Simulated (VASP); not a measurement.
# TiW14 (a cell with a defect) in VASP: notebook, part 2 of 2

VASP 6.6.1. The steps go on from the part before.

## 3. Single point, PBE

The input, INCAR:

```
ALGO     = Normal         # electronic algorithm
EDIFF    = 1E-6           # SCF threshold, eV
ENCUT    = 520            # plane-wave cutoff, eV
GGA      = PE             # functional
ISIF     = 2              # what is computed and relaxed
ISMEAR   = 0              # smearing method
LASPH    = True           # aspherical terms in the spheres
LCHARG   = False          # write CHGCAR
LREAL    = Auto         
LWAVE    = False          # write WAVECAR
NBANDS   = 117            # bands
NELM     = 100            # most SCF steps
PREC     = Accurate       # precision mode
SIGMA    = 0.05           # smearing width, eV
```

The input, KPOINTS:

```
k-points
0
Gamma
  3 3 3
```

The input, POSCAR:

```
TiW14
1.0
    6.3200000000      0.0000000000      0.0000000000
    0.0000000000      6.3200000000      0.0000000000
    0.0000000000      0.0000000000      6.3200000000
W Ti
14 1
Direct
    0.0015355129      0.0002601455      0.0026360934
    0.5029267715     -0.0022323748      0.0001426136
   -0.0007654188      0.5014461343     -0.0010185943
   -0.0007687042     -0.0034082822      0.5038298150
    0.5004207926      0.4991457724      0.0026305458
    0.5004208408      0.0002457337      0.5015240699
    0.7528438576      0.2507722490      0.2531448515
    0.2499112710      0.7478392811      0.2531558200
    0.2498961705      0.2507883016      0.7502302694
    0.5041007251      0.5014402546      0.5038298232
    0.7556327877      0.7450533136      0.2563198136
    0.7556329568      0.2539472420      0.7474216552
    0.2467440051      0.7450567665      0.7474287423
    0.7520904162      0.7486091246      0.7509813255
    0.2434703151      0.2572301381      0.2596203559
```

Potentials or basis: VASP PAW PBE potentials, release 64 (W_sv, Ti_sv).

Run with:

```sh
cat potpaw_PBE.64/W_sv/POTCAR potpaw_PBE.64/Ti_sv/POTCAR > POTCAR
mpirun -np 1 vasp_std > vasp.out
```

OUTCAR:

```text
EDIFF = 1E-6
   ENCUT = 520
   GGA = PE
   ISIF = 2
   ISMEAR = 0
   LASPH = True
   LREAL = Auto
   NELM = 100
   PREC = Accurate

 ion  position               nearest neighbor table
   1  0.002  0.000  0.003-   7 2.74   9 2.74   8 2.74  14 2.75  11 2.75  12 2.75  13 2.76  15 2.76
                             2 3.15   4 3.15   3 3.15   3 3.17   4 3.17   2 3.17
   2  0.503  0.998  0.000-  14 2.73   7 2.76   8 2.76   9 2.76  11 2.78  12 2.78  13 2.78  15 2.84
                             1 3.15   6 3.15   5 3.15   5 3.17   6 3.17   1 3.17
   3  0.999  0.501  0.999-  14 2.71  12 2.71  13 2.71  11 2.72  15 2.73   9 2.74   7 2.74   8 2.74
                             5 3.15   1 3.15   1 3.17   5 3.17
   4  0.999  0.997  0.504-  14 2.71  13 2.71  11 2.71  12 2.72  15 2.73   8 2.74   7 2.74   9 2.74
                             1 3.15   6 3.15   6 3.17   1 3.17
   5  0.500  0.499  0.003-   8 2.74   9 2.74   7 2.74  14 2.75  13 2.75  11 2.75  12 2.76  15 2.76
                             2 3.15  10 3.15   3 3.15   3 3.17  10 3.17   2 3.17
   6  0.500  0.000  0.502-   9 2.74   8 2.74   7 2.74  14 2.75  13 2.75  12 2.75  11 2.76  15 2.76
[... 1896 lines left out ...]
  --------------------------------------------------------------------------------------
  -------------------------------------------------------------------------------------
  Total       -0.2607987     -0.2583434     -0.2629817      0.5027229     -0.5058539      0.5080294
  in kB       -1.6552547     -1.6396711     -1.6691100      3.1907152     -3.2105871      3.2243946
  external PRESSURE =      -1.6546786 kB  Pullay stress =       0.0000000 kB

 VOLUME and BASIS-vectors are now :
 -----------------------------------------------------------------------------
  energy-cutoff  :      520.00
  volume of cell :      252.44
      direct lattice vectors                 reciprocal lattice vectors
     6.320000000  0.000000000  0.000000000     0.158227848  0.000000000  0.000000000
     0.000000000  6.320000000  0.000000000     0.000000000  0.158227848  0.000000000
     0.000000000  0.000000000  6.320000000     0.000000000  0.000000000  0.158227848

 POSITION                                       TOTAL-FORCE (eV/Angst)
 -----------------------------------------------------------------------------------
      0.00970      0.00164      0.01666         0.006818      0.009093      0.009501
      3.17850      6.30589      0.00090        -0.002685      0.002370      0.002083
      6.31516      3.16914      6.31356         0.008832     -0.008806      0.007245
      6.31514      6.29846      3.18420         0.009285      0.007897     -0.009045
      3.16266      3.15460      0.01663        -0.009545     -0.005872      0.009063
      3.16266      0.00155      3.16963        -0.008946      0.011036     -0.005717
      4.75797      1.58488      1.59988         0.000679      0.005143      0.004880
      1.57944      4.72634      1.59994        -0.004230     -0.001143      0.004278
      1.57934      1.58498      4.74146        -0.003719      0.004060     -0.001560
      3.18592      3.16910      3.18420        -0.007751     -0.008698     -0.008577
      4.77560      4.70874      1.61994         0.008630     -0.007481      0.004978
      4.77560      1.60495      4.72370         0.007024      0.004132     -0.006448
      1.55942      4.70876      4.72375        -0.005214     -0.008315     -0.006416
      4.75321      4.73121      4.74620         0.001605     -0.004378     -0.003709
      1.53873      1.62569      1.64080        -0.000782      0.000960     -0.000557
 -----------------------------------------------------------------------------------
    total drift:                                0.000380      0.002041     -0.006252

  FREE ENERGIE OF THE ION-ELECTRON SYSTEM (eV)
  ---------------------------------------------------
  free  energy   TOTEN  =      -186.3126583529 eV

  energy  without entropy=     -186.3016017571  energy(sigma->0) =     -186.30713006
```

OSZICAR:

```text
N       E                     dE             d eps       ncg     rms          rms(c)
DAV:   1     0.323816871064E+04    0.32382E+04   -0.11733E+05  3276   0.211E+03
DAV:   2     0.990413541926E+02   -0.31391E+04   -0.30854E+04  3276   0.713E+02
DAV:   3    -0.174598878864E+03   -0.27364E+03   -0.25601E+03  4047   0.181E+02
[... 11 lines left out ...]
DAV:  15    -0.186312805628E+03   -0.13385E-05   -0.35323E-03  4280   0.172E-01    0.960E-02
DAV:  16    -0.186312726136E+03    0.79492E-04   -0.21479E-04  4000   0.523E-02    0.662E-02
DAV:  17    -0.186312662776E+03    0.63361E-04   -0.18925E-04  3576   0.430E-02    0.193E-02
DAV:  18    -0.186312658455E+03    0.43201E-05   -0.40972E-05  3752   0.174E-02    0.417E-03
DAV:  19    -0.186312658353E+03    0.10255E-06   -0.19855E-06  2872   0.653E-03
   1 F= -.18631266E+03 E0= -.18630713E+03  d E =-.110566E-01
```

stdout:

```text
POSCAR found type information on POSCAR W Ti
 POSCAR found :  2 types and      15 ions
 scaLAPACK will be used
 LDA part: xc-table for (Slater+PW92), standard interpolation
 POSCAR, INCAR and KPOINTS ok, starting setup
 FFT: planning ... GRIDC
 FFT: planning ... GRID_SOFT
 FFT: planning ... GRID
 WAVECAR not read
 entering main loop
```

Wall time 29 min (1 thread of Intel Xeon 8259CL, shared host); peak memory 0.48 GiB.

What came out:

```yaml
Free_energy: -186.3127 eV
Pressure: -0.2 GPa
Largest_force: 0.015 eV/Å
Band_gap_on_the_k_mesh: zero (bands 104 and 105 overlap by 0.90 eV)
```

Forces on the atoms (eV/Å):
```
W    0.007  0.009  0.010
W   -0.003  0.002  0.002
W    0.009 -0.009  0.007
W    0.009  0.008 -0.009
W   -0.010 -0.006  0.009
W   -0.009  0.011 -0.006
W    0.001  0.005  0.005
W   -0.004 -0.001  0.004
W   -0.004  0.004 -0.002
W   -0.008 -0.009 -0.009
W    0.009 -0.007  0.005
W    0.007  0.004 -0.006
W   -0.005 -0.008 -0.006
W    0.002 -0.004 -0.004
Ti  -0.001  0.001 -0.001
```

Stress tensor (GPa, compression positive):
```
-0.17  0.32  0.32
 0.32 -0.16 -0.32
 0.32 -0.32 -0.17
```

Caveat: spin-orbit coupling is left out, which moves the levels of the heavy elements.
